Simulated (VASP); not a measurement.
# Co (P6_3/mmc) in VASP: a series of runs, part 2 of 2

VASP 6.6.1.

## (4) Single point, PBE, collinear spin, ferromagnetic start (10.85 Å³/atom)

This run uses another cell than the first one, of 10.85 Å³/atom.

INCAR

```
PREC = Accurate ; ENCUT = 520
EDIFF = 1E-7 ; ISMEAR = 0
SIGMA = 0.15 ; LREAL = F
LASPH = T ; NELM = 150
ALGO = Normal ; ISIF = 2
LWAVE = F ; LCHARG = F
ISPIN = 2 ; MAGMOM = 1.375 1.375
LORBIT = 11 ; NUPDOWN = 2.75
LMAXMIX = 4 ; GGA = PE
NBANDS = 20
```

KPOINTS

```
regular mesh
0
Gamma
  24 24 12
```

POSCAR

```
Co
1.0
    2.4932834166      0.0000000000      0.0000000000
   -1.2466417083      2.1592467776      0.0000000000
    0.0000000000      0.0000000000      4.0323930238
Co
2
Direct
    0.6666666667      0.3333333333      0.2500000000
    0.3333333333      0.6666666667      0.7500000000
```

Potentials or basis: VASP PAW PBE potentials, release 64 (Co).

The run is started by

```bash
> cat potpaw_PBE.64/Co/POTCAR > POTCAR
> mpirun -np 1 vasp_std > vasp.out
```

OUTCAR:

```text
PREC = Accurate
   ENCUT = 520
   EDIFF = 1E-7
   ISMEAR = 0
   LREAL = F
   LASPH = T
   NELM = 150
   ISIF = 2
   ISPIN = 2
   LORBIT = 11
   NUPDOWN = 2.75
   GGA = PE

 ion  position               nearest neighbor table
   1  0.667  0.333  0.250-   2 2.48   2 2.48   2 2.48   2 2.48   2 2.48   2 2.48
   2  0.333  0.667  0.750-   1 2.48   1 2.48   1 2.48   1 2.48   1 2.48   1 2.48

  LATTYP: Found a hexagonal cell.
 ALAT       =     2.4932834166
 C/A-ratio  =     1.6173023079

  Lattice vectors:
[... 1323 lines left out ...]
  in kB      -32.6429142    -32.6429142    -47.7429828      0.0000000      0.0000000     -0.0000000
  external PRESSURE =     -37.6762704 kB  Pullay stress =       0.0000000 kB

 VOLUME and BASIS-vectors are now :
 -----------------------------------------------------------------------------
  energy-cutoff  :      520.00
  volume of cell :       21.71
      direct lattice vectors                 reciprocal lattice vectors
     2.493283417  0.000000000  0.000000000     0.401077548  0.231562230  0.000000000
    -1.246641708  2.159246778  0.000000000     0.000000000  0.463124461  0.000000000
     0.000000000  0.000000000  4.032393024     0.000000000  0.000000000  0.247991700

 POSITION                                       TOTAL-FORCE (eV/Angst)
 -----------------------------------------------------------------------------------
      1.24664      0.71975      1.00810        -0.000000      0.000000      0.000000
     -0.00000      1.43950      3.02429         0.000000     -0.000000      0.000000
 -----------------------------------------------------------------------------------
    total drift:                                0.000000     -0.000000     -0.000000

  FREE ENERGIE OF THE ION-ELECTRON SYSTEM (eV)
  ---------------------------------------------------
  free  energy   TOTEN  =       -14.0187755428 eV

  energy  without entropy=      -13.9860932431  energy(sigma->0) =      -14.00243439

 total charge

# of ion       s       p       d       tot
------------------------------------------
    1        0.483   0.516   7.275   8.274
    2        0.483   0.516   7.275   8.274
--------------------------------------------------
tot          0.967   1.031  14.549  16.547

 magnetization (x)

# of ion       s       p       d       tot
------------------------------------------
    1       -0.018  -0.057   1.474   1.399
    2       -0.018  -0.057   1.474   1.399
--------------------------------------------------
tot         -0.036  -0.115   2.949   2.798
```

stdout:

```text
POSCAR found type information on POSCAR Co
 POSCAR found :  1 types and       2 ions
 scaLAPACK will be used
 LDA part: xc-table for (Slater+PW92), standard interpolation
 POSCAR, INCAR and KPOINTS ok, starting setup
 FFT: planning ... GRIDC
 FFT: planning ... GRID_SOFT
 FFT: planning ... GRID
 WAVECAR not read
 entering main loop
```

Wall time 10 min (1 thread of Intel Xeon 8259CL, shared host); peak memory 0.35 GiB.

Results:

* Free energy: -14.0188 eV
* Pressure: -3.8 GPa
* Net moment: 2.75 μB per cell
* Site moments: Co +1.40 μB
* Valence electrons inside the program's atomic spheres: Co 8.27

Stress tensor (GPa, compression positive):
```
-3.26  0.00  0.00
 0.00 -3.26  0.00
 0.00  0.00 -4.77
```

Caveat: the cell stands under tension; the total moment is fixed, so each spin has its own Fermi level.

## (5) Single point, PBE, collinear spin, ferromagnetic start (10.85 Å³/atom)

This run uses another cell than the first one, of 10.85 Å³/atom.

INCAR

```
SYSTEM = Co
PREC = Accurate
ENCUT = 520
EDIFF = 1E-6
ISMEAR = 0
SIGMA = 0.15
LREAL = .FALSE.
LASPH = .TRUE.
NELM = 150
ALGO = Fast
ISIF = 2
LWAVE = .FALSE.
LCHARG = .FALSE.
ISPIN = 2
MAGMOM = 1.925 1.925
LORBIT = 11
NUPDOWN = 3.85
LMAXMIX = 4
GGA = PE
NBANDS = 20
```

KPOINTS

```
Automatic mesh
0
G
  24 24 12
  0 0 0
```

POSCAR is that of step 4.

The run is started by

```bash
> cat potpaw_PBE.64/Co/POTCAR > POTCAR
> mpirun -np 1 vasp_std > vasp.out
```

Wall time 9.6 min (1 thread of Intel Xeon 8259CL, shared host); peak memory 0.35 GiB.

Results (log left out):

```yaml
Free_energy: -13.9069 eV
Pressure: 5.8 GPa
Net_moment: 3.85 μB per cell
Site_moments: Co +1.92 μB
Valence_electrons_inside_the_program's_atomic_spheres: Co 8.26
```

Stress tensor (GPa, compression positive):
```
4.80 0.00 0.00
0.00 4.80 0.00
0.00 0.00 7.72
```

Caveat: the cell stands under pressure; the total moment is fixed, so each spin has its own Fermi level.

## (6) Overview

```tsv
fixed moment (μB)	cell	pressure (GPa)	moment (μB)
3.85	a = 2.346, b = 2.346, c = 3.795 Å, angles 90.0, 90.0, 120.0°, 2 atoms	71.9	3.85
0.55	a = 2.686, b = 2.686, c = 4.344 Å, angles 90.0, 90.0, 120.0°, 2 atoms	-35.2	0.55
2.75	a = 2.493, b = 2.493, c = 4.032 Å, angles 90.0, 90.0, 120.0°, 2 atoms	-3.8	2.75
3.85	a = 2.493, b = 2.493, c = 4.032 Å, angles 90.0, 90.0, 120.0°, 2 atoms	5.8	3.85
```

Alike in all rows: task single point; level PBE; potentials or basis VASP PAW PBE potentials, release 64 (Co); spin collinear, ferromagnetic start; k mesh 24 × 24 × 12; cutoff (eV) 520; smearing gaussian 0.15 eV.

Caveats: the total moment is fixed, so each spin has its own Fermi level; the cell stands under pressure (at least some runs); the cell stands under tension (at least some runs).

Total energies depend on the potentials used, so only differences within one code and one set of settings carry meaning.
